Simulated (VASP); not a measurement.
Write the native input for VASP 6.6.1 that does the following.

| Quantity | Value |
| --- | --- |
| Task | single point |
| Functional | RPBE |
| Potentials or basis | VASP PAW PBE potentials, release 64 (Hg) |
| Cutoff | 520 eV |
| k mesh | 7 × 7 × 7 |
| Occupations | fermi-dirac, width 0.1 eV |
| Spin | no spin polarisation |
| Dipole correction | no |
| Further INCAR settings | ALGO = Normal; EDIFF = 1e-06; NBANDS = 12 |

The structure of Hg lies in POSCAR:

```
Hg
1.0
    4.6609638098      0.0000000000      0.0000000000
    0.0000000000      4.6609638098      0.0000000000
    0.0000000000      0.0000000000      4.6609638098
Hg
1
Direct
    0.0000000000      0.0000000000      0.0000000000
```

This cell differs from its parent crystal: volume scaled by 0.88.

The input as run:

INCAR

```
ALGO = Normal ; EDIFF = 1E-6
ENCUT = 520 ; GGA = RP
ISIF = 2 ; ISMEAR = -1
LASPH = T ; LCHARG = F
LREAL = F ; LWAVE = F
NBANDS = 12 ; NELM = 80
PREC = Accurate ; SIGMA = 0.1
```

KPOINTS

```
k-points
0
Gamma
  7 7 7
```

Potentials or basis: VASP PAW PBE potentials, release 64 (Hg).

Launch:

```sh
$ cat potpaw_PBE.64/Hg/POTCAR > POTCAR
$ mpirun -np 1 vasp_std > vasp.out
```

It gave:

The pressure is 0.0 GPa. The band gap on the k mesh is 3.67 eV, indirect (least direct gap 4.54 eV).

Caveat: the PAW data sets were made with another functional, which shifts forces and pressure a little; spin-orbit coupling is left out, which moves the levels of the heavy elements.

Run time: 7.1 s on 1 thread of Intel(R) Xeon(R) Platinum 8375C CPU @ 2.90GHz (Ice Lake), with other jobs on the host, peak memory 0.2 GiB.
